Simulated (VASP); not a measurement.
SnTe:

```
Sn Te
1.0
     4.13500    0.00000    0.00000
     0.00000    4.13500    0.00000
     0.00000    0.00000    3.46831
Sn Te
1 1
Direct
  0.50000 0.50000 0.50000
  0.00000 0.00000 0.00000
```

The cell was generated, and may not be a known phase.

```yaml
Program: VASP 6.6.1
Task: relaxation of cell and atoms
Functional: PBE
Potentials_or_basis: VASP PAW PBE potentials, release 64 (Sn_d, Te)
Cutoff: 600 eV
k_mesh: 14 × 14 × 16
Occupations: gaussian, width 0.1 eV
Spin: no spin polarisation
```

At the start: pressure 0.0 GPa; volume 29.65 Å³/atom.

Q: How do energy, volume and symmetry change on relaxing?

A: Over 10 steps the energy falls by 25.8 meV/atom and the volume is 29.41 Å³/atom (-0.8 %); space group P4/mmm (No. 123, to 0.1 Å) before, Pm-3m (No. 221, to 0.1 Å).

Step by step:
| step | energy change (eV) | largest force (eV/Å) | pressure (GPa) | volume (Å³) |
| --- | --- | --- | --- | --- |
| 1 | 0.0000 | 0.0000 | 0.02 | 59.30 |
| 2 | -0.0038 | 0.0000 | 0.04 | 59.33 |
| 3 | -0.0162 | 0.0000 | -0.06 | 59.39 |
| 4 | -0.0428 | 0.0000 | -0.32 | 59.35 |
| 5 | -0.0220 | 0.0000 | 0.18 | 58.70 |
| 6 | -0.0505 | 0.0000 | -0.30 | 59.25 |
| 7 | -0.0514 | 0.0000 | -0.28 | 59.18 |
| 8 | -0.0513 | 0.0000 | -0.27 | 59.20 |
| 9 | -0.0484 | 0.0000 | 0.88 | 57.65 |
| 10 | -0.0517 | 0.0000 | 0.00 | 58.82 |

Final structure:
```
Sn Te
1.0
     3.89064    0.00000    0.00000
     0.00000    3.89064    0.00000
     0.00000    0.00000    3.88555
Sn Te
1 1
Cartesian
  1.9453 1.9453 1.9428
  0.0000 0.0000 0.0000
```
